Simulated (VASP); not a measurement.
Set up this calculation in VASP 6.6.1, as the native input.

```yaml
Task: single point
Functional: LDA
Potentials_or_basis: VASP PAW LDA potentials, release 64 (Si, C)
Cutoff: 520 eV
k_mesh: 10 × 10 × 5
Occupations: fermi-dirac, width 0.05 eV
Spin: no spin polarisation
Dipole_correction: no
Further_INCAR_settings: ALGO = Normal; EDIFF = 1e-06; NBANDS = 16
```

The structure of SiC (Moissanite) lies in POSCAR:

```
SiC
1.0
    3.0963714546      0.0000000000      0.0000000000
   -1.5481857273      2.6815363392      0.0000000000
    0.0000000000      0.0000000000      5.0814314379
Si C
2 2
Direct
    0.6666666667      0.3333333333      0.5000000000
    0.3333333333      0.6666666667      0.0000000000
    0.6666666667      0.3333333333      0.8850000000
    0.3333333333      0.6666666667      0.3850000000
```

The input as run:

INCAR

```
PREC     = Accurate       # precision mode
ENCUT    = 520            # plane-wave cutoff, eV
EDIFF    = 1E-6           # SCF threshold, eV
ISMEAR   = -1             # smearing method
SIGMA    = 0.05           # smearing width, eV
LREAL    = False          # projectors in reciprocal space
LASPH    = True           # aspherical terms in the spheres
NELM     = 100            # most SCF steps
ALGO     = Normal         # electronic algorithm
ISIF     = 2              # what is computed and relaxed
LWAVE    = False          # write WAVECAR
LCHARG   = False          # write CHGCAR
NBANDS   = 16             # bands
```

KPOINTS

```
regular mesh
0
Gamma
  10 10 5
```

Potentials or basis: VASP PAW LDA potentials, release 64 (Si, C).

Launch:

```sh
$ cat potpaw_LDA.64/Si/POTCAR potpaw_LDA.64/C/POTCAR > POTCAR
$ mpirun -np 1 vasp_std > vasp.out
```

Results of the run:

The pressure is -7.7 GPa. The largest force is 0.705 eV/Å and the band gap on the k mesh is 2.39 eV, indirect (least direct gap 3.93 eV).

Wall time 15 s on 1 thread of Intel(R) Xeon(R) Platinum 8488C (Sapphire Rapids), with other jobs on the host, peak memory 0.14 GiB.
